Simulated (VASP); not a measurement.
Wanted: the native input for a VASP 6.6.1 run.

| Item | Value |
| --- | --- |
| Task | relaxation of cell and atoms |
| Functional | r2SCAN |
| Potentials or basis | VASP PAW PBE potentials, release 64 (Bi_d) |
| Cutoff | 600 eV |
| k mesh | 16 × 16 × 16 |
| Occupations | fermi-dirac, width 0.1 eV |
| Spin | no spin polarisation |
| Target pressure | 20.2 GPa |
| Dipole correction | no |
| Further INCAR settings | ALGO = Normal; EDIFF = 1e-07; IBRION = 2; EDIFFG = -0.002; NSW = 80; ISIF = 3 |

The system is Bi.

```
Bi
1.0
    -1.84403    1.84403    1.84403
     1.84403   -1.84403    1.84403
     1.84403    1.84403   -1.84403
Bi
1
Cartesian
  0.0000 0.0000 0.0000
```

These files were run (other wordings do the same):

POSCAR

```
Bi
1.0
   -1.8440261319      1.8440261319      1.8440261319
    1.8440261319     -1.8440261319      1.8440261319
    1.8440261319      1.8440261319     -1.8440261319
Bi
1
Direct
    0.0000000000      0.0000000000      0.0000000000
```

INCAR.step1

```
SYSTEM = Bi
ALGO = Normal ; EDIFF = 1E-4
ENCUT = 600 ; GGA = PE
ISMEAR = -1 ; LASPH = .True.
LCHARG = .False. ; LREAL = .False.
LWAVE = .True. ; NELM = 100
PREC = Accurate ; SIGMA = 0.1
```

INCAR.step2

```
SYSTEM = Bi
ALGO = Normal ; EDIFF = 1E-7
EDIFFG = -0.002 ; ENCUT = 600
IBRION = 2 ; ISIF = 3
ISMEAR = -1 ; ISTART = 1
LASPH = .True. ; LCHARG = .False.
LMIXTAU = .True. ; LREAL = .False.
LWAVE = .False. ; METAGGA = R2SCAN
NELM = 100 ; NSW = 80
PREC = Accurate ; PSTRESS = 202.0
SIGMA = 0.1
```

KPOINTS

```
k-points
0
Gamma
  16 16 16
  0 0 0
```

Potentials or basis: VASP PAW PBE potentials, release 64 (Bi_d).

Launch:

```bash
$ cat potpaw_PBE.64/Bi_d/POTCAR > POTCAR
$ cp INCAR.step1 INCAR
$ mpirun -np 1 vasp_std > vasp.out
$ cp INCAR.step2 INCAR
$ mpirun -np 1 vasp_std > vasp.out
```

It gave:

- Relaxed volume: 25.08 Å³/atom
- Relaxed cell: a = 3.194 Å, b = 3.194 Å, c = 3.194 Å, α = 109.47°, β = 109.47°, γ = 109.47°
- Space group after relaxing (to 0.05 Å): Im-3m (No. 229)
- Energy change on relaxing (the enthalpy is what falls): +0.8 meV/atom
- Ionic steps: 4
- Pressure after relaxing: 20.2 GPa

Caveat: the cell is relaxed towards a set pressure, so the enthalpy falls and the energy may rise; the PAW data sets were made with another functional, which shifts forces and pressure a little.

It took 3.8 min on 1 thread of Intel(R) Xeon(R) 6975P-C (Granite Rapids), with other jobs on the host, peak memory 0.2 GiB.
